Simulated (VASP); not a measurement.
A run of VASP 6.6.1 is set up as follows.

INCAR

```
SYSTEM = MgO
  PREC = Accurate
  ENCUT = 600
  EDIFF = 1E-6
  ISMEAR = 0
  SIGMA = 0.01
  LREAL = .False.
  LASPH = .True.
  NELM = 100
  ALGO = Normal
  ISIF = 3
  LWAVE = .False.
  LCHARG = .False.
  IBRION = 2
  NSW = 100
  EDIFFG = -0.002
  PSTRESS = 20.0
```

File KPOINTS:

```
regular mesh
0
Gamma
  10 10 10
  0 0 0
```

The input POSCAR:

```
MgO
1.0
    0.0000000000      2.0795917026      2.0795917026
    2.0795917026      0.0000000000      2.0795917026
    2.0795917026      2.0795917026      0.0000000000
Mg O
1 1
Direct
    0.0000000000      0.0000000000      0.0000000000
    0.5000000000      0.5000000000      0.5000000000
```

Potentials or basis: VASP PAW LDA potentials, release 64 (Mg, O).

Command:

```bash
$ cat potpaw_LDA.64/Mg/POTCAR potpaw_LDA.64/O/POTCAR > POTCAR
$ mpirun -np 1 vasp_std > vasp.out
```

Task: Estimate the space group after relaxing (to 0.05 Å).

Result: Fm-3m (No. 225).

Task: Estimate the band gap on the k mesh.

Result: 5.27 eV, direct.

Task: What does it give for the relaxed cell?

Result: a = 2.919 Å, b = 2.919 Å, c = 2.919 Å, α = 60.00°, β = 60.00°, γ = 60.00°.

Task: Estimate the relaxed volume.

Result: 8.80 Å³/atom.

Final structure:
```yaml
crystal:
  lattice:
    - [0.00000, 2.06428, 2.06428]
    - [2.06428, 0.00000, 2.06428]
    - [2.06428, 2.06428, 0.00000]
  atoms:
    - { symbol: Mg, position: [0.00000, 0.00000, 0.00000] }
    - { symbol: O, position: [0.50000, 0.50000, 0.50000] }
```

Caveat: the cell is relaxed towards a set pressure, so the enthalpy falls and the energy may rise. Zero-point motion and thermal expansion aren't in these numbers.
